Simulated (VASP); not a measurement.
Input of a VASP 6.6.1 run:

INCAR

```
SYSTEM = Sn
ALGO     = Fast           ! electronic algorithm
EDIFF    = 1E-6           ! SCF threshold, eV
ENCUT    = 520            ! plane-wave cutoff, eV
GGA      = PE             ! functional
ISIF     = 2              ! what is computed and relaxed
ISMEAR   = 0              ! smearing method
LASPH    = .TRUE.         ! aspherical terms in the spheres
LCHARG   = .TRUE.         ! write CHGCAR
LELF     = .TRUE.         ! ELF
LREAL    = .FALSE.        ! projectors in reciprocal space
LVHAR    = .TRUE.       
LWAVE    = .FALSE.        ! write WAVECAR
NBANDS   = 21             ! bands
NELM     = 60             ! most SCF steps
PREC     = Accurate       ! precision mode
SIGMA    = 0.15           ! smearing width, eV
```

The input KPOINTS:

```
k-points
0
G
  18 18 18
  0 0 0
```

The input POSCAR:

```
Sn
1.0
    0.0000000000      3.7359076399      2.6412867014
    3.7359076399      0.0000000000      2.6412867014
    3.7359076399      3.7359076399      0.0000000000
Sn
2
Direct
    0.5000000000      0.5000000000      0.5000000000
    0.7500000000      0.7500000000      0.7500000000
```

Potentials or basis: VASP PAW PBE potentials, release 64 (Sn_d).

Run with:

```console
$ cat potpaw_PBE.64/Sn_d/POTCAR > POTCAR
$ mpirun -np 1 vasp_std > vasp.out
```

(1) Estimate the band gap on the k mesh.

(2) What does it give for the pressure?

Answers

(1) zero (bands 14 and 15 overlap by 1.21 eV).

(2) -1.4 GPa.

Caveat: spin-orbit coupling is left out, which moves the levels of the heavy elements.
